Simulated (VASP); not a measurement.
# KMgF3 (P4/mmm) in VASP: further runs, part 2 of 2

VASP 6.6.1.

## 6. Single point, PBEsol

This run uses another cell than the first one, of the same volume but with other edges.

INCAR reads:

```
PREC = Accurate
ENCUT = 520
EDIFF = 1E-7
ISMEAR = 0
SIGMA = 0.05
LREAL = F
LASPH = T
NELM = 80
ALGO = Normal
ISIF = 2
LWAVE = F
LCHARG = T
GGA = PS
LELF = T
LVHAR = T
NBANDS = 24
```

KPOINTS reads:

```
regular mesh
0
Gamma
  6 6 6
```

POSCAR reads:

```
KMgF3
1.0
    4.3300694743      0.0000000000      0.0000000000
    0.0000000000      4.3300694743      0.0000000000
    0.0000000000      0.0000000000      3.3774541900
K Mg F
1 1 3
Direct
    0.5000000000      0.5000000000      0.5000000000
    0.0000000000      0.0000000000      0.0000000000
    0.5000000000      0.0000000000      0.0000000000
    0.0000000000      0.5000000000      0.0000000000
    0.0000000000      0.0000000000      0.5000000000
```

Potentials or basis: VASP PAW PBE potentials, release 64 (K_sv, Mg, F).

Launch:

```bash
$ cat potpaw_PBE.64/K_sv/POTCAR potpaw_PBE.64/Mg/POTCAR potpaw_PBE.64/F/POTCAR > POTCAR
$ mpirun -np 1 vasp_std > vasp.out
```

OUTCAR:

```text
PREC = Accurate
   ENCUT = 520
   EDIFF = 1E-7
   ISMEAR = 0
   LREAL = F
   LASPH = T
   NELM = 80
   ISIF = 2
   GGA = PS

 ion  position               nearest neighbor table
   1  0.500  0.500  0.500-   3 2.75   4 2.75   3 2.75   4 2.75   3 2.75   3 2.75   4 2.75   4 2.75
                             2 3.50   2 3.50   2 3.50   2 3.50   2 3.50   2 3.50   2 3.50   2 3.50
   2  0.000  0.000  0.000-   5 1.69   5 1.69   3 2.17   4 2.17   4 2.17   3 2.17   1 3.50   1 3.50
                             1 3.50   1 3.50   1 3.50   1 3.50   1 3.50   1 3.50
   3  0.500  0.000  0.000-   2 2.17   2 2.17   1 2.75   1 2.75   1 2.75   1 2.75
   4  0.000  0.500  0.000-   2 2.17   2 2.17   1 2.75   1 2.75   1 2.75   1 2.75
   5  0.000  0.000  0.500-   2 1.69   2 1.69

  LATTYP: Found a simple tetragonal cell.
 ALAT       =     4.3300694743
 C/A-ratio  =     0.7800000000

  Lattice vectors:

 A1 = (   4.3300694743,   0.0000000000,   0.0000000000)
 A2 = (   0.0000000000,   4.3300694743,   0.0000000000)
 A3 = (   0.0000000000,   0.0000000000,   3.3774541900)

Analysis of symmetry for initial positions (statically):
=====================================================================
 Subroutine PRICEL returns:
 Original cell was already a primitive cell.

 Routine SETGRP: Setting up the symmetry group for a
 simple tetragonal supercell.

 Subroutine GETGRP returns: Found 16 space group operations
 (whereof 16 operations were pure point group operations)
 out of a pool of 16 trial point group operations.

The static configuration has the point symmetry D_4h.

Analysis of symmetry for dynamics (positions and initial velocities):
=====================================================================
 Subroutine PRICEL returns:
 Original cell was already a primitive cell.

 Routine SETGRP: Setting up the symmetry group for a
 simple tetragonal supercell.

 Subroutine GETGRP returns: Found 16 space group operations
 (whereof 16 operations were pure point group operations)
 out of a pool of 16 trial point group operations.

The dynamic configuration has the point symmetry D_4h.

 Subroutine INISYM returns: Found 16 space group operations
 (whereof 16 operations are pure point group operations),
 and found     1 'primitive' translations

----------------------------------------------------------------------------------------

                                     Primitive cell

  volume of cell :      63.3256

  direct lattice vectors                    reciprocal lattice vectors
     4.330069474  0.000000000  0.000000000     0.230943177  0.000000000  0.000000000
     0.000000000  4.330069474  0.000000000     0.000000000  0.230943177  0.000000000
     0.000000000  0.000000000  3.377454190     0.000000000  0.000000000  0.296080996

  length of vectors
     4.330069474  4.330069474  3.377454190     0.230943177  0.230943177  0.296080996

  position of ions in fractional coordinates (direct lattice)
     0.500000000  0.500000000  0.500000000
     0.000000000  0.000000000  0.000000000
     0.500000000  0.000000000  0.000000000
     0.000000000  0.500000000  0.000000000
     0.000000000  0.000000000  0.500000000

  ion indices of the primitive-cell ions
   primitive index   ion index
                 1           1
                 2           2
[... 31 lines left out ...]
            Coordinates               Weight
  0.000000  0.000000  0.000000      1.000000
  0.166667  0.000000  0.000000      4.000000
  0.333333  0.000000  0.000000      4.000000
  0.500000  0.000000  0.000000      2.000000
  0.166667  0.166667  0.000000      4.000000
  0.333333  0.166667  0.000000      8.000000
[... 16 lines left out ...]
  0.333333  0.000000  0.333333      8.000000
  0.500000  0.000000  0.333333      4.000000
 [... further k-points ...]
   k-points           NKPTS =     40   k-points in BZ     NKDIM =     40   number of bands    NBANDS=     24
   number of dos      NEDOS =    301   number of ions     NIONS =      5
   total plane-waves  NPLWV =  28672
   dimension x,y,z NGX =    32 NGY =   32 NGZ =   28
   dimension x,y,z NGXF=    64 NGYF=   64 NGZF=   56
   ions per type =               1   1   3
   NGX,Y,Z   is equivalent  to a cutoff of  12.29, 12.29, 13.78 a.u.
   NGXF,Y,Z  is equivalent  to a cutoff of  24.57, 24.57, 27.56 a.u.
 SYSTEM =  unknown system
   PREC   = accura    normal or accurate (medium, high low for compatibility)
   ISTART =      0    job   : 0-new  1-cont  2-samecut
   ICHARG =      2    charge: 1-file 2-atom 10-const
   ISPIN  =      1    spin polarized calculation?
   LNONCOLLINEAR =      F non collinear calculations
   LSORBIT =      F    spin-orbit coupling
   LASPH  =      T    aspherical Exc in radial PAW
   ENCUT  =  520.0 eV  38.22 Ry    6.18 a.u.   8.05  8.05  6.28*2*pi/ulx,y,z
   NELM   =     80;   NELMIN=  2; NELMDL= -5     # of ELM steps
   EDIFF  = 0.1E-06   stopping-criterion for ELM
   LREAL  =      F    real-space projection
   EDIFFG = 0.1E-05   stopping-criterion for IOM
   NSW    =      0    number of steps for IOM
   IBRION =     -1    ionic relax: 0-MD 1-quasi-New 2-CG
   NFREE  =      0    steps in history (QN), initial steepest desc. (CG)
   ISIF   =      2    stress and relaxation
   ISYM   =      2    0-nonsym 1-usesym 2-fastsym
   POTIM  = 0.5000    time-step for ionic-motion
   TEBEG  =    0.0;   TEEND  =   0.0 temperature during run
   PSTRESS=    0.0 pullay stress
   NELECT =      32.0000    total number of electrons
   NUPDOWN=      -1.0000    fix difference up-down
   EMIN   =  10.00;   EMAX   =-10.00  energy-range for DOS
   EFERMI =   0.00;   METHOD = LEGACY
   ISMEAR =     0;   SIGMA  =   0.05  broadening in eV -4-tet -1-fermi 0-gaus
   EFERMI_NEDOS =   21; number of points for ismear=-14 and -15
   IALGO  =     38    algorithm
   IMIX   =      4    mixing-type and parameters
     AMIX     =   0.40;   BMIX     =  1.00
     AMIX_MAG =   1.60;   BMIX_MAG =  1.00
  volume/ion in A,a.u.               =      12.67        85.47
  Fermi-wavevector in a.u.,A,eV,Ry     =   1.303962  2.464132 23.134232  1.700318
  Thomas-Fermi vector in A             =   2.434930
   LORBIT       =      0    0 simple, 1 ext, 2 COOP (PROOUT), +10 PAW based schemes
   GGA     = PS    functional components
   LHFCALC =     F    Hartree Fock is set to
   AEXX    =    0.0000 exact exchange contribution
   IVDW    =     0    specifies the selected vdW correction
   LEPSILON=     F    determine dielectric tensor
   LRPA    =     F    only Hartree local field effects (RPA)
 non-spin polarized calculation
 Gauss-broadening in eV      SIGMA  =   0.05
  energy-cutoff  :      520.00
  volume of cell :       63.33
 maximum number of plane-waves:      1736
   NGX = 17   NGY = 17   NGZ = 13

 number of electron      31.9999965 magnetization

 Free energy of the ion-electron system (eV)
  ---------------------------------------------------
  ext. energy  EPLUGINS =         0.00000000
  ---------------------------------------------------
  free energy    TOTEN  =       -24.12112776 eV

  energy without entropy =      -24.12112776  energy(sigma->0) =      -24.12112776

 E-fermi :  -1.4297     XC(G=0):  -9.9193

 val. band max:       -1.7209701036   @ k =   0.5000   0.5000   0.5000
 cond. band min:       5.2926323618   @ k =   0.0000   0.0000   0.0000
 fundamental gap:      7.0136024654
 Fermi energy:        -1.4297415530

 k-point     1 :       0.0000    0.0000    0.0000
  band No.  band energies     occupation
      1     -27.2667      2.00000
      2     -22.6142      2.00000
      3     -20.8016      2.00000
      4     -20.6786      2.00000
      5     -10.8884      2.00000
      6     -10.8884      2.00000
[... 637 lines left out ...]
     23      11.6543      0.00000
     24      13.8882      0.00000

 [... further k-points ...]

------------------------ aborting loop because EDIFF is reached ----------------------------------------

  FORCE on cell =-STRESS in cart. coord.  units (eV):
  Direction    XX          YY          ZZ          XY          YZ          ZX
  --------------------------------------------------------------------------------------
  -------------------------------------------------------------------------------------
  Total       -2.1672511     -2.1672511     14.4903227      0.0000000      0.0000000      0.0000000
  in kB      -54.8328255    -54.8328255    366.6143365      0.0000000      0.0000000      0.0000000
  external PRESSURE =      85.6495618 kB  Pullay stress =       0.0000000 kB

 VOLUME and BASIS-vectors are now :
 -----------------------------------------------------------------------------
  energy-cutoff  :      520.00
  volume of cell :       63.33
      direct lattice vectors                 reciprocal lattice vectors
     4.330069474  0.000000000  0.000000000     0.230943177  0.000000000  0.000000000
     0.000000000  4.330069474  0.000000000     0.000000000  0.230943177  0.000000000
     0.000000000  0.000000000  3.377454190     0.000000000  0.000000000  0.296080996

 POSITION                                       TOTAL-FORCE (eV/Angst)
 -----------------------------------------------------------------------------------
      2.16503      2.16503      1.68873         0.000000      0.000000      0.000000
      0.00000      0.00000      0.00000         0.000000      0.000000      0.000000
      2.16503      0.00000      0.00000         0.000000      0.000000      0.000000
      0.00000      2.16503      0.00000         0.000000      0.000000      0.000000
      0.00000      0.00000      1.68873         0.000000      0.000000      0.000000
 -----------------------------------------------------------------------------------
    total drift:                                0.000000      0.000000     -0.000000

  FREE ENERGIE OF THE ION-ELECTRON SYSTEM (eV)
  ---------------------------------------------------
  free  energy   TOTEN  =       -24.1211277619 eV

  energy  without entropy=      -24.1211277619  energy(sigma->0) =      -24.12112776
```

It took 91 s on 1 thread of Intel Xeon 8259CL, shared host; peak memory 0.21 GiB.

Results:

| Property | Result |
| --- | --- |
| Free energy | -24.1211 eV |
| Pressure | 8.6 GPa |
| Band gap on the k mesh | 7.01 eV (least direct gap 7.06 eV) |

Stress tensor (GPa, compression positive):
```
-5.48  0.00  0.00
 0.00 -5.48  0.00
 0.00  0.00 36.66
```

Caveat: the stress differs along the axes, from -5 to 37 GPa; the PAW data sets were made with another functional, which shifts forces and pressure a little. A k mesh can miss the band edges.

## 7. The runs side by side

```csv
cell,gap on the mesh (eV),pressure (GPa)
"a = 4.474, b = 4.474, c = 3.163 Å, 5 atoms",6.65,18.3
"a = 3.551, b = 3.551, c = 5.021 Å, 5 atoms",6.46,14.0
"a = 4.208, b = 4.208, c = 3.577 Å, 5 atoms",7.05,3.4
"a = 3.751, b = 3.751, c = 4.501 Å, 5 atoms",6.90,3.8
"a = 4.330, b = 4.330, c = 3.377 Å, 5 atoms",7.01,8.6
```

Alike in all rows: task single point; level PBEsol; potentials or basis VASP PAW PBE potentials, release 64 (K_sv, Mg, F); no spin polarisation; k mesh 6 × 6 × 6; cutoff (eV) 520; smearing gaussian 0.05 eV.

Caveats: the PAW data sets were made with another functional, which shifts forces and pressure a little; the stress differs along the axes, from -7 to 69 GPa (at least some runs); the stress differs along the axes, from -7 to 25 GPa (at least some runs); the stress differs along the axes, from -4 to 18 GPa (at least some runs); the stress differs along the axes, from -7 to 9 GPa (at least some runs); the stress differs along the axes, from -5 to 37 GPa (at least some runs).

Absolute energies hang on the potentials; compare differences alone.
